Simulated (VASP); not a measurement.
PbSe, 2 atoms in the cell. Symmetry: F-43m, No. 216, cubic system. Conventional cell: a = 6.898 Å, b = 6.898 Å, c = 6.898 Å, α = 90.00°, β = 90.00°, γ = 90.00°. Within 3.9 Å of Pb (site symmetry -43m) lie 4 Se at 2.99 Å. Within 3.9 Å of Se (site symmetry -43m) lie 4 Pb at 2.99 Å. 

```yaml
Program: VASP 6.6.1
Task: relaxation of cell and atoms
Functional: r2SCAN
Potentials_or_basis: VASP PAW PBE potentials, release 64 (Pb_d, Se)
Cutoff: 600 eV
k_mesh: 6 × 6 × 6
Occupations: fermi-dirac, width 0.02 eV
Spin: no spin polarisation
Dipole_correction: no
Further_INCAR_settings: ALGO = Normal; EDIFF = 1e-07; IBRION = 2; EDIFFG = -0.005; NSW = 80; ISIF = 3
```

Potentials or basis: VASP PAW PBE potentials, release 64 (Pb_d, Se).

The run is started by

```sh
$ cat potpaw_PBE.64/Pb_d/POTCAR potpaw_PBE.64/Se/POTCAR > POTCAR
$ cp INCAR.step1 INCAR
$ mpirun -np 1 vasp_std > vasp.out
$ cp INCAR.step2 INCAR
$ mpirun -np 1 vasp_std > vasp.out
```

Hardware: 1 thread of AMD EPYC 9R45 96-Core Processor (Zen 5), on a shared host.

Task: Estimate the wall time of this run.

Result: Wall time 2.6 min on 1 thread of AMD EPYC 9R45 96-Core Processor (Zen 5) (shared host), peak memory 0.24 GiB. Counts: k points 16, ion steps 3.
